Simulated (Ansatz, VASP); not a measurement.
## InSb in VASP and in Ansatz

INCAR

```
ALGO = Normal
EDIFF = 1E-6
ENCUT = 500
GGA = CA
GGA_COMPAT = False
ISIF = 2
ISMEAR = 0
LASPH = True
LCHARG = True
LELF = True
LREAL = False
LVHAR = True
LWAVE = False
NBANDS = 16
NELM = 120
PREC = Accurate
SIGMA = 0.15
```

Contents of KPOINTS:

```
k-points
0
Gamma
  22 22 22
```

File POSCAR:

```
InSb
1.0
   -2.8972358866      2.8972358866      1.6904781668
    2.8972358866     -2.8972358866      1.6904781668
    2.8972358866      2.8972358866     -1.6904781668
In Sb
1 1
Direct
    0.2500000000      0.7500000000      0.5000000000
    0.0000000000      0.0000000000      0.0000000000
```

Input for Ansatz:

```yaml
crystal:
  lattice:
    - [-2.8972358866, 2.8972358866, 1.6904781668]
    - [2.8972358866, -2.8972358866, 1.6904781668]
    - [2.8972358866, 2.8972358866, -1.6904781668]
  atoms:
    - { symbol: In, position: [0.25, 0.75, 0.5] }
    - { symbol: Sb, position: [0.0, 0.0, 0.0] }
basis:
  ecutwfc: 420
kpoints:
  mp_grid: { grid: [22, 22, 22] }
hamiltonian:
  xc: lda
scf:
  occupations: { method: gaussian, width: 0.15 }
output:
  forces: true
  stress: true
  eigenvalues: true
```

Alike in both runs: task single point; functional LDA; k mesh 22 × 22 × 22; occupations gaussian, width 0.15 eV; no spin polarisation.

|  | VASP | Ansatz |
| --- | --- | --- |
| version | VASP 6.6.1 | Ansatz 0.2.0 |
| potentials or method | VASP PAW LDA potentials, release 64 (In_d, Sb), cutoff 500 eV | scalar-relativistic, plane waves, PAW |
| valence electrons in the cell | 18 | 28 |

|  | VASP | Ansatz | Ansatz less VASP |
| --- | --- | --- | --- |
| gap on the k mesh at the Fermi level (eV) | none | none | - |
| pressure (GPa) | -3.8 | -3.8 | -0.04 |
| traceless stress, the component that is largest in VASP (GPa) | -1.46 | -1.45 | +0.013 |

LDA's correlation is that of Perdew and Zunger in VASP and of Perdew and Wang (1992) in Ansatz. A gap of «none» marks a metal or a gap that the smearing closes. VASP's potentials hold 18 valence electrons a cell and Ansatz's 28, so a difference there can come from the potentials and not from the codes.

Neither program's run includes spin-orbit coupling.
